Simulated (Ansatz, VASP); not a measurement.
## Two plane-wave programs on PbS

```
Pb S
1.0
     0.00000    2.98723    2.98723
     2.98723    0.00000    2.98723
     2.98723    2.98723    0.00000
Pb S
1 1
Direct
  0.00000 0.00000 0.00000
  0.50000 0.50000 0.50000
```

Alike in both runs: task single point; functional PBE; k mesh 8 × 8 × 8; no spin polarisation.

|  | VASP | Ansatz |
| --- | --- | --- |
| version | VASP 6.6.1 | Ansatz 0.2.0 |
| potentials or method | VASP PAW PBE potentials, release 64 (Pb_d, S) | plane waves, PAW |
| plane-wave cutoff (eV) | 520 | 420 |
| occupations | gaussian, width 0.01 eV | fixed |
| valence electrons in the cell | 20 | 20 |

Ansatz gave:

- gap on the k mesh at the Fermi level (eV): 0.43
- pressure (GPa): 0.9

**Question.** What did VASP give for the same quantities?

**Answer.** gap on the k mesh at the Fermi level (eV): 0.44; pressure (GPa): 0.9.

Neither program's run includes spin-orbit coupling.
